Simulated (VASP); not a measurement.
Input of a VASP 6.6.1 run:

POSCAR

```
BP
1.0
    0.0000000000      2.1554245244      2.1554245244
    2.1554245244      0.0000000000      2.1554245244
    2.1554245244      2.1554245244      0.0000000000
B P
1 1
Direct
    0.0000000000      0.0000000000      0.0000000000
    0.5000000000      0.5000000000      0.5000000000
```

INCAR.step1

```
SYSTEM = BP
PREC     = Accurate       ! precision mode
ENCUT    = 520            ! plane-wave cutoff, eV
ISMEAR   = -1             ! smearing method
SIGMA    = 0.02           ! smearing width, eV
LREAL    = .False.        ! projectors in reciprocal space
LASPH    = .True.         ! aspherical terms in the spheres
NELM     = 80             ! most SCF steps
NBANDS   = 11             ! bands
GGA      = PE             ! functional
ALGO     = Normal         ! electronic algorithm
EDIFF    = 1E-4           ! SCF threshold, eV
LWAVE    = .True.         ! write WAVECAR
LCHARG   = .False.        ! write CHGCAR
```

Contents of INCAR.step2:

```
SYSTEM = BP
PREC     = Accurate       ! precision mode
ENCUT    = 520            ! plane-wave cutoff, eV
EDIFF    = 1E-6           ! SCF threshold, eV
ISMEAR   = -1             ! smearing method
SIGMA    = 0.02           ! smearing width, eV
LREAL    = .False.        ! projectors in reciprocal space
LASPH    = .True.         ! aspherical terms in the spheres
NELM     = 80             ! most SCF steps
ALGO     = Normal         ! electronic algorithm
ISIF     = 2              ! what is computed and relaxed
LWAVE    = .False.        ! write WAVECAR
LCHARG   = .False.        ! write CHGCAR
METAGGA  = R2SCAN         ! meta-GGA
LMIXTAU  = .True.       
NBANDS   = 11             ! bands
ISTART   = 1
```

The input KPOINTS:

```
regular mesh
0
Gamma
  10 10 10
  0 0 0
```

Potentials or basis: VASP PAW PBE potentials, release 64 (B, P).

Launch:

```console
$ cat potpaw_PBE.64/B/POTCAR potpaw_PBE.64/P/POTCAR > POTCAR
$ cp INCAR.step1 INCAR
$ mpirun -np 1 vasp_std > vasp.out
$ cp INCAR.step2 INCAR
$ mpirun -np 1 vasp_std > vasp.out
```

Problem. Estimate the band gap on the k mesh.

Solution. Zero (bands 4 and 5 overlap by 4.17 eV).

Problem. Estimate the pressure.

Solution. -0.3 GPa.

Caveat: the structure was generated, so it needn't be the stable form of BP; the PAW data sets were made with another functional, which shifts forces and pressure a little.
